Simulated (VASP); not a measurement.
Write the native input for VASP 6.6.1 that does the following.

- Task: single point
- Functional: r2SCAN
- Dispersion: rVV10
- Potentials or basis: VASP PAW PBE potentials, release 64 (Pt, S)
- Cutoff: 520 eV
- k mesh: 12 × 12 × 6
- Occupations: fermi-dirac, width 0.02 eV
- Spin: no spin polarisation
- Dipole correction: no
- Further INCAR settings: ALGO = Normal; EDIFF = 1e-06; NBANDS = 18

PtS2:

```
Pt S
1.0
     3.55264    0.00000    0.00000
    -1.77632    3.07668    0.00000
     0.00000    0.00000    5.12271
Pt S
1 2
Cartesian
  0.0000 0.0000 0.0000
  0.0000 2.0511 1.2257
  1.7763 1.0256 3.8971
```

These files were run (other wordings do the same):

POSCAR

```
PtS2
1.0
    3.5526415796      0.0000000000      0.0000000000
   -1.7763207898      3.0766778585      0.0000000000
    0.0000000000      0.0000000000      5.1227110578
Pt S
1 2
Direct
    0.0000000000      0.0000000000      0.0000000000
    0.3333333333      0.6666666667      0.2392599766
    0.6666666667      0.3333333333      0.7607400234
```

INCAR.step1

```
SYSTEM = PtS2
PREC = Accurate ; ENCUT = 520
ISMEAR = -1 ; SIGMA = 0.02
LREAL = .False. ; LASPH = .True.
NELM = 80 ; NBANDS = 18
GGA = PE ; ALGO = Normal
EDIFF = 1E-4 ; LWAVE = .True.
LCHARG = .False.
```

INCAR.step2

```
SYSTEM = PtS2
PREC = Accurate ; ENCUT = 520
EDIFF = 1E-6 ; ISMEAR = -1
SIGMA = 0.02 ; LREAL = .False.
LASPH = .True. ; NELM = 80
ALGO = Normal ; ISIF = 2
LWAVE = .False. ; LCHARG = .False.
METAGGA = R2SCAN ; LMIXTAU = .True.
LUSE_VDW = .True. ; IVDW_NL = 2
BPARAM = 11.95 ; CPARAM = 0.0093
NBANDS = 18 ; ISTART = 1
```

KPOINTS

```
Automatic mesh
0
Gamma
  12 12 6
  0 0 0
```

Potentials or basis: VASP PAW PBE potentials, release 64 (Pt, S).

Run with:

```sh
$ cat potpaw_PBE.64/Pt/POTCAR potpaw_PBE.64/S/POTCAR > POTCAR
$ cp INCAR.step1 INCAR
$ mpirun -np 1 vasp_std > vasp.out
$ cp INCAR.step2 INCAR
$ mpirun -np 1 vasp_std > vasp.out
```

It gave:

```
Pressure               : 0.2 GPa
Largest force          : 0.013 eV/Å
Band gap on the k mesh : 0.85 eV (least direct gap 1.12 eV)
```

Caveat: the PAW data sets were made with another functional, which shifts forces and pressure a little; spin-orbit coupling is left out, which moves the levels of the heavy elements.

Wall time 3.2 min on 1 thread of AMD EPYC 9R45 96-Core Processor (Zen 5) (shared host), peak memory 0.34 GiB.
